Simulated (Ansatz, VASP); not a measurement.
# InSe: VASP beside Ansatz

File INCAR:

```
SYSTEM = InSe
PREC = Accurate
ENCUT = 520
EDIFF = 1E-7
ISMEAR = 0
SIGMA = 0.03
LREAL = .False.
LASPH = .True.
NELM = 100
ALGO = Normal
ISIF = 2
LWAVE = .False.
LCHARG = .False.
GGA = PS
IVDW = 12
NBANDS = 27
```

KPOINTS

```
Automatic mesh
0
Gamma
  12 12 12
  0 0 0
```

POSCAR

```
InSe
1.0
    1.9399996608      1.1200593264      8.0671699000
   -1.9399996608      1.1200593264      8.0671699000
    0.0000000000     -2.2401186528      8.0671699000
In Se
2 2
Direct
    0.0000000000      0.0000000000      0.0000000000
    0.1122000000      0.1122000000      0.1122000000
    0.6155000000      0.6155000000      0.6155000000
    0.8300000000      0.8300000000      0.8300000000
```

Input for Ansatz:

```yaml
crystal:
  lattice:
    - [1.9399996608, 1.1200593264, 8.0671699]
    - [-1.9399996608, 1.1200593264, 8.0671699]
    - [0.0, -2.2401186528, 8.0671699]
  atoms:
    - { symbol: In, position: [0.0, 0.0, 0.0] }
    - { symbol: In, position: [0.1122, 0.1122, 0.1122] }
    - { symbol: Se, position: [0.6155, 0.6155, 0.6155] }
    - { symbol: Se, position: [0.83, 0.83, 0.83] }
basis:
  ecutwfc: 420
kpoints:
  mp_grid: { grid: [12, 12, 12] }
hamiltonian:
  xc: pbesol
  dispersion: d3bj
scf:
  occupations: { method: gaussian, width: 0.03 }
output:
  forces: true
  stress: true
  eigenvalues: true
  write_density: true
  write_potential: true
  elf: true
  volumetric_format: npy
```

Change from the starting cell: strain -0.030 along x and y, -0.030 along z, atoms carried along.

Alike in both runs: task single point; functional PBEsol; dispersion D3(BJ); k mesh 12 × 12 × 12; occupations gaussian, width 0.03 eV; no spin polarisation.

|  | VASP | Ansatz |
| --- | --- | --- |
| version | VASP 6.6.1 | Ansatz 0.2.0 |
| potentials or method | VASP PAW PBE potentials, release 64 (In_d, Se), cutoff 520 eV | scalar-relativistic, plane waves, PAW |
| valence electrons in the cell | 38 | 58 |

|  | VASP | Ansatz | Ansatz less VASP |
| --- | --- | --- | --- |
| gap on the k mesh at the Fermi level (eV) | 0.54 | 0.55 | +0.014 |
| least direct gap on the mesh (eV) | 0.54 | 0.55 | +0.014 |
| pressure (GPa) | 4.3 | 4.2 | -0.10 |
| traceless stress, the component that is largest in VASP (GPa) | -0.71 | -0.69 | +0.021 |
| rms of the force components (eV/Å) | 0.397 | 0.383 | -0.0140 |

VASP's potentials were made for PBE, not for PBEsol. Atom by atom the forces differ by 0.014 eV/Å (rms over components). VASP's potentials hold 38 valence electrons a cell and Ansatz's 58, so a difference there can come from the potentials and not from the codes.
